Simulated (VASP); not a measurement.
Set up this calculation in VASP 6.6.1, as the native input.

- Task: single point
- Functional: LDA
- Potentials or basis: VASP PAW LDA potentials, release 64 (Pt)
- Cutoff: 520 eV
- k mesh: 21 × 21 × 10
- Occupations: gaussian, width 0.15 eV
- Spin: collinear spin
- Starting moments: [0.05, 0.05] μB
- Fixed moment: 0.1 μB
- Dipole correction: no
- Further INCAR settings: ALGO = Fast; EDIFF = 1e-07; NBANDS = 21

The structure of Pt lies in POSCAR:

```
Pt
1.0
    2.7082945876      0.0000000000      0.0000000000
   -1.3541472938      2.3454519138      0.0000000000
    0.0000000000      0.0000000000      4.6765103647
Pt
2
Direct
    0.6666666667      0.3333333333      0.7500000000
    0.3333333333      0.6666666667      0.2500000000
```

This isn't the form of Pt at room conditions, which is fcc.

These files were run (other wordings do the same):

INCAR

```
ALGO = Fast
EDIFF = 1E-7
ENCUT = 520
GGA = CA
ISIF = 2
ISMEAR = 0
ISPIN = 2
LASPH = T
LCHARG = F
LMAXMIX = 4
LORBIT = 11
LREAL = F
LWAVE = F
MAGMOM = 0.05 0.05
NBANDS = 21
NELM = 150
NUPDOWN = 0.1
PREC = Accurate
SIGMA = 0.15
```

KPOINTS

```
k-points
0
Gamma
  21 21 10
```

Potentials or basis: VASP PAW LDA potentials, release 64 (Pt).

Command:

```sh
$ cat potpaw_LDA.64/Pt/POTCAR > POTCAR
$ mpirun -np 1 vasp_std > vasp.out
```

It gave:

```json
{
 "Pressure": "0.9 GPa",
 "Net moment": "0.10 μB per cell",
 "Site moments": "Pt +0.05 μB",
 "Valence electrons inside the program's atomic spheres": "Pt 9.36"
}
```

Caveat: the total moment is fixed, so each spin has its own Fermi level.

Run time: 2.7 min on 1 thread of AMD EPYC 9R45 (Zen 5), with other jobs on the host, peak memory 0.29 GiB.
